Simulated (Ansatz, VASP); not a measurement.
**One calculation of CsSnI3, two programs**

The input INCAR:

```
PREC = Accurate ; ENCUT = 520
EDIFF = 1E-6 ; ISMEAR = 0
SIGMA = 0.03 ; LREAL = False
LASPH = True ; NELM = 60
ALGO = Normal ; ISIF = 2
LWAVE = False ; LCHARG = False
GGA = PE ; NBANDS = 30
```

The input KPOINTS:

```
Automatic mesh
0
Gamma
  6 6 6
```

File POSCAR:

```
CsSnI3
1.0
    6.2057000000      0.0000000000      0.0000000000
    0.0000000000      6.2057000000      0.0000000000
    0.0000000000      0.0000000000      6.7021560000
Cs Sn I
1 1 3
Direct
    0.0000000000      0.0000000000      0.0000000000
    0.5000000000      0.5000000000      0.5000000000
    0.0000000000      0.5000000000      0.5000000000
    0.5000000000      0.0000000000      0.5000000000
    0.5000000000      0.5000000000      0.0000000000
```

Input for Ansatz:

```yaml
crystal:
  lattice:
    - [6.2057, 0.0, 0.0]
    - [0.0, 6.2057, 0.0]
    - [0.0, 0.0, 6.702156]
  atoms:
    - { symbol: Cs, position: [0.0, 0.0, 0.0] }
    - { symbol: Sn, position: [0.5, 0.5, 0.5] }
    - { symbol: I, position: [0.0, 0.5, 0.5] }
    - { symbol: I, position: [0.5, 0.0, 0.5] }
    - { symbol: I, position: [0.5, 0.5, 0.0] }
basis:
  ecutwfc: 420
kpoints:
  mp_grid: { grid: [6, 6, 6] }
hamiltonian:
  xc: pbe
scf:
  occupations: { method: gaussian, width: 0.03 }
output:
  forces: true
  stress: true
  eigenvalues: true
```

Change from the starting cell: strain +0.000 along x and y, +0.080 along z, atoms carried along.

Alike in both runs: task single point; functional PBE; k mesh 6 × 6 × 6; occupations gaussian, width 0.03 eV; no spin polarisation.

|  | VASP | Ansatz |
| --- | --- | --- |
| version | VASP 6.6.1 | Ansatz 0.2.0 |
| potentials or method | VASP PAW PBE potentials, release 64 (Cs_sv, Sn_d, I), cutoff 520 eV | scalar-relativistic, plane waves, PAW |
| valence electrons in the cell | 44 | 74 |

```csv
,VASP,Ansatz,Ansatz less VASP
gap on the k mesh at the Fermi level (eV),0.31,0.31,+0.006
least direct gap on the mesh (eV),0.31,0.31,+0.006
pressure (GPa),-0.4,-0.4,0.00
"traceless stress, the component that is largest in VASP (GPa)",-1.17,-1.17,+0.001
```

With one functional, cell and mesh, what is left measures potentials, basis and numerics. VASP's potentials hold 44 valence electrons a cell and Ansatz's 74, so a difference there can come from the potentials and not from the codes.

Neither program's run includes spin-orbit coupling.
